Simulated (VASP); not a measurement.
Set up this calculation in VASP 6.6.1, as the native input.

```yaml
Task: single point
Functional: r2SCAN
Potentials_or_basis: VASP PAW PBE potentials, release 64 (K_sv, Br)
Cutoff: 520 eV
k_mesh: 6 × 6 × 6
Occupations: fermi-dirac, width 0.02 eV
Spin: no spin polarisation
Dipole_correction: no
Further_INCAR_settings: ALGO = Normal; EDIFF = 1e-06; NBANDS = 15
```

KBr:

```
K Br
1.0
     0.00000    3.30225    3.30225
     3.30225    0.00000    3.30225
     3.30225    3.30225    0.00000
K Br
1 1
Direct
  0.00000 0.00000 0.00000
  0.50000 0.50000 0.50000
```

One way to write it, as run:

POSCAR

```
KBr
1.0
    0.0000000000      3.3022478291      3.3022478291
    3.3022478291      0.0000000000      3.3022478291
    3.3022478291      3.3022478291      0.0000000000
K Br
1 1
Direct
    0.0000000000      0.0000000000      0.0000000000
    0.5000000000      0.5000000000      0.5000000000
```

INCAR.step1

```
SYSTEM = KBr
  PREC = Accurate
  ENCUT = 520
  ISMEAR = -1
  SIGMA = 0.02
  LREAL = .FALSE.
  LASPH = .TRUE.
  NELM = 100
  NBANDS = 15
  GGA = PE
  ALGO = Normal
  EDIFF = 1E-4
  LWAVE = .TRUE.
  LCHARG = .FALSE.
```

INCAR.step2

```
SYSTEM = KBr
  PREC = Accurate
  ENCUT = 520
  EDIFF = 1E-6
  ISMEAR = -1
  SIGMA = 0.02
  LREAL = .FALSE.
  LASPH = .TRUE.
  NELM = 100
  ALGO = Normal
  ISIF = 2
  LWAVE = .FALSE.
  LCHARG = .FALSE.
  METAGGA = R2SCAN
  LMIXTAU = .TRUE.
  NBANDS = 15
  ISTART = 1
```

KPOINTS

```
regular mesh
0
G
  6 6 6
  0 0 0
```

Potentials or basis: VASP PAW PBE potentials, release 64 (K_sv, Br).

Run with:

```console
$ cat potpaw_PBE.64/K_sv/POTCAR potpaw_PBE.64/Br/POTCAR > POTCAR
$ cp INCAR.step1 INCAR
$ mpirun -np 1 vasp_std > vasp.out
$ cp INCAR.step2 INCAR
$ mpirun -np 1 vasp_std > vasp.out
```

Results of the run:

```
Pressure               : 0.0 GPa
Band gap on the k mesh : 5.07 eV, direct
```

Caveat: the PAW data sets were made with another functional, which shifts forces and pressure a little.

Run time: 43 s on 1 thread of AMD EPYC 9R45 96-Core Processor (Zen 5) (shared host), peak memory 0.18 GiB.
